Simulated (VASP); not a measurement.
Here is a VASP 6.6.1 calculation.

Contents of INCAR:

```
SYSTEM = Sr
  PREC = Accurate
  ENCUT = 600
  EDIFF = 1E-7
  ISMEAR = -1
  SIGMA = 0.05
  LREAL = .False.
  LASPH = .True.
  NELM = 80
  ALGO = Normal
  ISIF = 3
  LWAVE = .False.
  LCHARG = .False.
  GGA = PE
  IBRION = 2
  NSW = 60
  EDIFFG = -0.01
  PSTRESS = 50.0
```

KPOINTS

```
Automatic mesh
0
Gamma
  8 8 8
  0 0 0
```

POSCAR

```
Sr
1.0
    0.0000000000      3.0423500000      3.0423500000
    3.0423500000      0.0000000000      3.0423500000
    3.0423500000      3.0423500000      0.0000000000
Sr
1
Direct
    0.0000000000      0.0000000000      0.0000000000
```

Potentials or basis: VASP PAW PBE potentials, release 64 (Sr_sv).

Command:

```bash
$ cat potpaw_PBE.64/Sr_sv/POTCAR > POTCAR
$ mpirun -np 1 vasp_std > vasp.out
```

**Question.** Predict the relaxed cell.

**Answer.** a = 3.899 Å, b = 3.899 Å, c = 3.899 Å, α = 60.00°, β = 60.00°, γ = 60.00°.

**Question.** Predict the relaxed volume.

**Answer.** 41.92 Å³/atom.

**Question.** What does it give for the space group after relaxing (to 0.1 Å)?

**Answer.** Fm-3m (No. 225).

Final structure:
```xyz
1
Lattice="0.0000 2.7571 2.7571 2.7571 0.0000 2.7571 2.7571 2.7571 0.0000" Properties=species:S:1:pos:R:3 pbc="T T T"
Sr    0.0000    0.0000    0.0000
```

Caveat: the cell is relaxed towards a set pressure, so the run minimises the enthalpy, not the energy; the volume moved by over 15 % at a fixed basis, so the end points are rough.
